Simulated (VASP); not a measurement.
Write the native input for VASP 6.6.1 that does the following.

```
Task                   : single point
Functional             : PBE
Potentials or basis    : VASP PAW PBE potentials, release 64 (Pt)
Cutoff                 : 520 eV
k mesh                 : 26 × 26 × 26
Occupations            : gaussian, width 0.15 eV
Spin                   : no spin polarisation
Dipole correction      : no
Further INCAR settings : ALGO = Fast; EDIFF = 1e-06; NBANDS = 11
```

The structure of Pt lies in POSCAR:

```
Pt
1.0
    0.0000000000      1.8858023017      1.8858023017
    1.8858023017      0.0000000000      1.8858023017
    1.8858023017      1.8858023017      0.0000000000
Pt
1
Direct
    0.0000000000      0.0000000000      0.0000000000
```

This cell differs from its parent crystal: strain -0.050 along x and y, -0.050 along z.

The input as run:

INCAR

```
SYSTEM = Pt
PREC     = Accurate       ! precision mode
ENCUT    = 520            ! plane-wave cutoff, eV
EDIFF    = 1E-6           ! SCF threshold, eV
ISMEAR   = 0              ! smearing method
SIGMA    = 0.15           ! smearing width, eV
LREAL    = .FALSE.        ! projectors in reciprocal space
LASPH    = .TRUE.         ! aspherical terms in the spheres
NELM     = 100            ! most SCF steps
ALGO     = Fast           ! electronic algorithm
ISIF     = 2              ! what is computed and relaxed
LWAVE    = .FALSE.        ! write WAVECAR
LCHARG   = .FALSE.        ! write CHGCAR
GGA      = PE             ! functional
NBANDS   = 11             ! bands
```

KPOINTS

```
regular mesh
0
G
  26 26 26
  0 0 0
```

Potentials or basis: VASP PAW PBE potentials, release 64 (Pt).

The run is started by

```console
$ cat potpaw_PBE.64/Pt/POTCAR > POTCAR
$ mpirun -np 1 vasp_std > vasp.out
```

Results of the run:

The pressure is 57.3 GPa. The band gap on the k mesh is zero (band 5 reaches 14.32 eV, above the bottom of band 6 at 11.56 eV).

Caveat: the cell differs from its parent crystal (strain -0.050 along x and y, -0.050 along z); spin-orbit coupling is left out, which moves the levels of the heavy elements.

It took 25 s on 1 thread of Intel(R) Xeon(R) 6975P-C (Granite Rapids), with other jobs on the host, peak memory 0.19 GiB.
